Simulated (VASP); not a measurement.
# Na3B in VASP: single point with PBEsol

Aim: the single point of Na3B with PBEsol.

All numbers are computed with VASP 6.6.1; they aren't measurements. Logs are shortened: lines on timing, memory, paths and dates and some standing lists are left out, and cuts for length are marked.

## 1. The cell of the first run

The cell holds a slab with vacuum, 4 atoms: a = 3.609 Å, b = 3.609 Å, c = 24.894 Å, α = 90.00°, β = 90.00°, γ = 109.47°.

## 2. Single point, PBEsol

The input, INCAR:

```
SYSTEM = Na3B
PREC = Accurate
ENCUT = 520
EDIFF = 1E-7
ISMEAR = 0
SIGMA = 0.1
LREAL = .False.
LASPH = .True.
NELM = 60
ALGO = Normal
ISIF = 2
LWAVE = .False.
LCHARG = .False.
LDIPOL = .True.
IDIPOL = 3
DIPOL = 0.5 0.5 0.515
GGA = PS
NBANDS = 20
```

The input, KPOINTS:

```
Automatic mesh
0
Gamma
  9 9 1
  0 0 0
```

The input, POSCAR:

```
Na3B
1.0
    3.6090446020      0.0000000000      0.0000000000
   -1.2030148673      3.4026398823      0.0000000000
    0.0000000000      0.0000000000     24.8935451559
Na B
3 1
Direct
    0.5000000000      0.5000000000      0.3414539772
    0.0000000000      0.0000000000      0.4581921662
    0.5000000000      0.5000000000      0.5774337885
    0.5000000000      0.5000000000      0.6818083548
```

Potentials or basis: VASP PAW PBE potentials, release 64 (Na_pv, B).

Run with:

```bash
> cat potpaw_PBE.64/Na_pv/POTCAR potpaw_PBE.64/B/POTCAR > POTCAR
> mpirun -np 1 vasp_std > vasp.out
```

OUTCAR:

```text
SYSTEM = Na3B
   PREC = Accurate
   ENCUT = 520
   EDIFF = 1E-7
   ISMEAR = 0
   LREAL = .False.
   LASPH = .True.
   NELM = 60
   ISIF = 2
   GGA = PS

 ion  position               nearest neighbor table
   1  0.500  0.500  0.341-
   2  0.000  0.000  0.458-
   3  0.500  0.500  0.577-
   4  0.500  0.500  0.682-

  LATTYP: Found a base centered orthorhombic cell.
 ALAT       =     4.1673657450
 B/A-ratio  =     1.4142135624
 C/A-ratio  =     5.9734486193

  Lattice vectors:

 A1 = (   3.6090446020,   0.0000000000,   0.0000000000)
 A2 = (  -1.2030148673,   3.4026398823,   0.0000000000)
 A3 = (   0.0000000000,   0.0000000000,  24.8935451559)

Analysis of symmetry for initial positions (statically):
=====================================================================
 Subroutine PRICEL returns:
 Original cell was already a primitive cell.

 Routine SETGRP: Setting up the symmetry group for a
 base centered orthorhombic supercell.

 Subroutine GETGRP returns: Found  4 space group operations
 (whereof  4 operations were pure point group operations)
 out of a pool of  8 trial point group operations.

The static configuration has the point symmetry C_2v.

Analysis of symmetry for dynamics (positions and initial velocities):
=====================================================================
 Subroutine PRICEL returns:
 Original cell was already a primitive cell.

 Routine SETGRP: Setting up the symmetry group for a
 base centered orthorhombic supercell.

 Subroutine GETGRP returns: Found  4 space group operations
 (whereof  4 operations were pure point group operations)
 out of a pool of  8 trial point group operations.

The dynamic configuration has the point symmetry C_2v.

 Subroutine INISYM returns: Found  4 space group operations
 (whereof  4 operations are pure point group operations),
 and found     1 'primitive' translations

----------------------------------------------------------------------------------------

                                     Primitive cell

  volume of cell :     305.6997

  direct lattice vectors                    reciprocal lattice vectors
     3.609044602  0.000000000  0.000000000     0.277081641  0.097963154  0.000000000
    -1.203014867  3.402639882  0.000000000     0.000000000  0.293889461  0.000000000
     0.000000000  0.000000000 24.893545156     0.000000000  0.000000000  0.040171056

  length of vectors
     3.609044602  3.609044602 24.893545156     0.293889461  0.293889461  0.040171056

  position of ions in fractional coordinates (direct lattice)
     0.500000000  0.500000000  0.341453977
     0.000000000  0.000000000  0.458192166
     0.500000000  0.500000000  0.577433789
     0.500000000  0.500000000  0.681808355

  ion indices of the primitive-cell ions
   primitive index   ion index
                 1           1
                 2           2
                 3           3
                 4           4

----------------------------------------------------------------------------------------

 KPOINTS: Automatic mesh

Automatic generation of k-mesh.
 Grid dimensions read from file:
 generate k-points for:    9    9    1

 Generating k-lattice:

  Cartesian coordinates                     Fractional coordinates (reciprocal lattice)
     0.030786849  0.010884795  0.000000000     0.111111111  0.000000000  0.000000000
     0.000000000  0.032654385  0.000000000     0.000000000  0.111111111  0.000000000
     0.000000000  0.000000000  0.040171056     0.000000000  0.000000000  1.000000000

  Length of vectors
     0.032654385  0.032654385  0.040171056

  Shift w.r.t. Gamma in fractional coordinates (k-lattice)
     0.000000000  0.000000000  0.000000000

 Subroutine IBZKPT returns following result:
 ===========================================

 Found     25 irreducible k-points:

 Following reciprocal coordinates:
            Coordinates               Weight
  0.000000  0.000000  0.000000      1.000000
  0.111111  0.000000  0.000000      4.000000
  0.222222  0.000000  0.000000      4.000000
  0.333333  0.000000  0.000000      4.000000
  0.444444  0.000000  0.000000      4.000000
  0.111111  0.111111  0.000000      2.000000
[... 16 lines left out ...]
 -0.333333  0.333333  0.000000      2.000000
  0.444444  0.444444  0.000000      2.000000
   k-points           NKPTS =     25   k-points in BZ     NKDIM =     25   number of bands    NBANDS=     20
   number of dos      NEDOS =    301   number of ions     NIONS =      4
   total plane-waves  NPLWV = 150528
   dimension x,y,z NGX =    28 NGY =   28 NGZ =  192
   dimension x,y,z NGXF=    56 NGYF=   56 NGZF=  384
   ions per type =               3   1
   NGX,Y,Z   is equivalent  to a cutoff of  12.90, 12.90, 12.82 a.u.
   NGXF,Y,Z  is equivalent  to a cutoff of  25.80, 25.80, 25.64 a.u.
 SYSTEM =  Na3B
   PREC   = accura    normal or accurate (medium, high low for compatibility)
   ISTART =      0    job   : 0-new  1-cont  2-samecut
   ICHARG =      2    charge: 1-file 2-atom 10-const
   ISPIN  =      1    spin polarized calculation?
   LNONCOLLINEAR =      F non collinear calculations
   LSORBIT =      F    spin-orbit coupling
   LASPH  =      T    aspherical Exc in radial PAW
   ENCUT  =  520.0 eV  38.22 Ry    6.18 a.u.   6.71  6.71 46.29*2*pi/ulx,y,z
   NELM   =     60;   NELMIN=  2; NELMDL= -5     # of ELM steps
   EDIFF  = 0.1E-06   stopping-criterion for ELM
   LREAL  =      F    real-space projection
   EDIFFG = 0.1E-05   stopping-criterion for IOM
   NSW    =      0    number of steps for IOM
   IBRION =     -1    ionic relax: 0-MD 1-quasi-New 2-CG
   NFREE  =      0    steps in history (QN), initial steepest desc. (CG)
   ISIF   =      2    stress and relaxation
   ISYM   =      2    0-nonsym 1-usesym 2-fastsym
   POTIM  = 0.5000    time-step for ionic-motion
   TEBEG  =    0.0;   TEEND  =   0.0 temperature during run
   PSTRESS=    0.0 pullay stress
   NELECT =      24.0000    total number of electrons
   NUPDOWN=      -1.0000    fix difference up-down
   EMIN   =  10.00;   EMAX   =-10.00  energy-range for DOS
   EFERMI =   0.00;   METHOD = LEGACY
   ISMEAR =     0;   SIGMA  =   0.10  broadening in eV -4-tet -1-fermi 0-gaus
   EFERMI_NEDOS =   21; number of points for ismear=-14 and -15
   IALGO  =     38    algorithm
   IMIX   =      4    mixing-type and parameters
     AMIX     =   0.40;   BMIX     =  1.00
     AMIX_MAG =   1.60;   BMIX_MAG =  1.00
  volume/ion in A,a.u.               =      76.42       515.74
  Fermi-wavevector in a.u.,A,eV,Ry     =   0.700993  1.324684  6.685780  0.491391
  Thomas-Fermi vector in A             =   1.785298
   LORBIT       =      0    0 simple, 1 ext, 2 COOP (PROOUT), +10 PAW based schemes
   GGA     = PS    functional components
   LHFCALC =     F    Hartree Fock is set to
   AEXX    =    0.0000 exact exchange contribution
   IVDW    =     0    specifies the selected vdW correction
   LEPSILON=     F    determine dielectric tensor
   LRPA    =     F    only Hartree local field effects (RPA)
 non-spin polarized calculation
 Gauss-broadening in eV      SIGMA  =   0.10
  energy-cutoff  :      520.00
  volume of cell :      305.70
 maximum number of plane-waves:      8256
   NGX = 13   NGY = 13   NGZ = 93

 number of electron      24.0000027 magnetization

 dipolmoment           0.000000      0.000000      0.134300 electrons x Angstroem

 Free energy of the ion-electron system (eV)
  ---------------------------------------------------
  ext. energy  EPLUGINS =         0.00000000
  ---------------------------------------------------
  free energy    TOTEN  =        -5.55660658 eV

  energy without entropy =       -5.54473476  energy(sigma->0) =       -5.55067067

 E-fermi :  -2.0996     XC(G=0):  -3.5090

 val. band max:       -2.1104437553   @ k =  -0.2222   0.2222   0.0000
 cond. band min:      -2.0606718401   @ k =   0.3333   0.1111   0.0000
 fundamental gap:      0.0497719152
 Fermi energy:        -2.0995722099

 k-point     1 :       0.0000    0.0000    0.0000
  band No.  band energies     occupation
      1     -27.1214      2.00000
      2     -27.0905      2.00000
      3     -27.0881      2.00000
      4     -26.8771      2.00000
      5     -26.8634      2.00000
      6     -26.8564      2.00000
[... 12 lines left out ...]
     19       2.0319      0.00000
     20       2.5520      0.00000

 k-point     2 :       0.1111    0.0000    0.0000
  band No.  band energies     occupation
      1     -27.1210      2.00000
      2     -27.0929      2.00000
      3     -27.0891      2.00000
      4     -26.8767      2.00000
      5     -26.8653      2.00000
      6     -26.8580      2.00000
[... 12 lines left out ...]
     19       2.1880      0.00000
     20       2.7071      0.00000

 k-point     3 :       0.2222    0.0000    0.0000
  band No.  band energies     occupation
      1     -27.1200      2.00000
      2     -27.1011      2.00000
      3     -27.0896      2.00000
      4     -26.8757      2.00000
      5     -26.8724      2.00000
      6     -26.8596      2.00000
[... 12 lines left out ...]
     19       2.5570      0.00000
     20       2.7121      0.00000

 k-point     4 :       0.3333    0.0000    0.0000
  band No.  band energies     occupation
      1     -27.1189      2.00000
      2     -27.1107      2.00000
      3     -27.0899      2.00000
      4     -26.8817      2.00000
      5     -26.8745      2.00000
      6     -26.8603      2.00000
[... 12 lines left out ...]
     19       1.6905      0.00000
     20       2.3341      0.00000

 k-point     5 :       0.4444    0.0000    0.0000
  band No.  band energies     occupation
      1     -27.1181      2.00000
      2     -27.1169      2.00000
      3     -27.0901      2.00000
      4     -26.8879      2.00000
      5     -26.8738      2.00000
      6     -26.8606      2.00000
[... 12 lines left out ...]
     19       1.6380      0.00000
     20       2.2405      0.00000

 k-point     6 :       0.1111    0.1111    0.0000
  band No.  band energies     occupation
      1     -27.1205      2.00000
      2     -27.0946      2.00000
      3     -27.0918      2.00000
      4     -26.8762      2.00000
      5     -26.8675      2.00000
      6     -26.8602      2.00000
[... 12 lines left out ...]
     19       2.4322      0.00000
     20       2.9596      0.00000

 k-point     7 :       0.2222    0.1111    0.0000
  band No.  band energies     occupation
      1     -27.1195      2.00000
      2     -27.1019      2.00000
      3     -27.0934      2.00000
      4     -26.8752      2.00000
      5     -26.8736      2.00000
      6     -26.8630      2.00000
[... 12 lines left out ...]
     19       2.1076      0.00000
     20       2.8165      0.00000
[... 277 lines left out ...]
 k-point    20 :       0.3333    0.3333    0.0000
  band No.  band energies     occupation
      1     -27.1168      2.00000
      2     -27.1129      2.00000
      3     -27.1055      2.00000
      4     -26.8815      2.00000
      5     -26.8785      2.00000
      6     -26.8725      2.00000
[... 12 lines left out ...]
     19       1.5955      0.00000
     20       1.9268      0.00000

 k-point    21 :       0.4444    0.3333    0.0000
  band No.  band energies     occupation
      1     -27.1175      2.00000
      2     -27.1164      2.00000
      3     -27.1043      2.00000
      4     -26.8865      2.00000
      5     -26.8770      2.00000
      6     -26.8721      2.00000
[... 12 lines left out ...]
     19       1.5316      0.00000
     20       2.0144      0.00000

 k-point    22 :      -0.4444    0.3333    0.0000
  band No.  band energies     occupation
      1     -27.1176      2.00000
      2     -27.1166      2.00000
      3     -27.1026      2.00000
      4     -26.8865      2.00000
      5     -26.8754      2.00000
      6     -26.8722      2.00000
[... 12 lines left out ...]
     19       2.2405      0.00000
     20       2.4149      0.00000

 k-point    23 :      -0.3333    0.3333    0.0000
  band No.  band energies     occupation
      1     -27.1173      2.00000
      2     -27.1134      2.00000
      3     -27.1010      2.00000
      4     -26.8819      2.00000
      5     -26.8741      2.00000
      6     -26.8729      2.00000
[... 12 lines left out ...]
     19       2.6913      0.00000
     20       3.3168      0.00000

 k-point    24 :       0.4444    0.4444    0.0000
  band No.  band energies     occupation
      1     -27.1206      2.00000
      2     -27.1160      2.00000
      3     -27.1048      2.00000
      4     -26.8893      2.00000
      5     -26.8779      2.00000
      6     -26.8716      2.00000
[... 12 lines left out ...]
     19       1.6930      0.00000
     20       2.4814      0.00000

 [... further k-points ...]

------------------------ aborting loop because EDIFF is reached ----------------------------------------

 vacuum level on the upper side and lower side of the slab       (xc-potential included)         0.927        -1.056

  FORCE on cell =-STRESS in cart. coord.  units (eV):
  Direction    XX          YY          ZZ          XY          YZ          ZX
  --------------------------------------------------------------------------------------
  -------------------------------------------------------------------------------------
  Total       -1.9696762     -1.9795395     -0.0067652     -0.0139488      0.0000000      0.0000000
  in kB      -10.3231068    -10.3748006     -0.0354568     -0.0731061      0.0000000      0.0000000
  external PRESSURE =      -6.9111214 kB  Pullay stress =       0.0000000 kB

 VOLUME and BASIS-vectors are now :
 -----------------------------------------------------------------------------
  energy-cutoff  :      520.00
  volume of cell :      305.70
      direct lattice vectors                 reciprocal lattice vectors
     3.609044602  0.000000000  0.000000000     0.277081641  0.097963154  0.000000000
    -1.203014867  3.402639882  0.000000000     0.000000000  0.293889461  0.000000000
     0.000000000  0.000000000 24.893545156     0.000000000  0.000000000  0.040171056

 POSITION                                       TOTAL-FORCE (eV/Angst)
 -----------------------------------------------------------------------------------
      1.20301      1.70132      8.50000         0.000000      0.000000      0.013580
      0.00000      0.00000     11.40603         0.000000      0.000000     -0.019708
      1.20301      1.70132     14.37437         0.000000      0.000000     -0.000907
      1.20301      1.70132     16.97263        -0.000000      0.000000      0.007035
 -----------------------------------------------------------------------------------
    total drift:                                0.000000      0.000000     -0.000403

  FREE ENERGIE OF THE ION-ELECTRON SYSTEM (eV)
  ---------------------------------------------------
  free  energy   TOTEN  =        -5.5566065773 eV

  energy  without entropy=       -5.5447347586  energy(sigma->0) =       -5.55067067

 vacuum level on the upper side and lower side of the slab         2.679         0.662
```

Wall time 1.8 min (1 thread of Intel Xeon 6975P-C (Granite Rapids), shared host); peak memory 0.45 GiB.

What came out:

```
Free energy            : -5.5566 eV
Largest force          : 0.020 eV/Å
Band gap on the k mesh : zero (bands 12 and 13 overlap by 1.54 eV)
```

Forces in eV/Å, atoms in the order of the input:
```
Na   0.000  0.000  0.014
Na   0.000  0.000 -0.020
Na   0.000  0.000 -0.001
B    0.000  0.000  0.007
```

Caveat: the PAW data sets were made with another functional, which shifts forces and pressure a little.
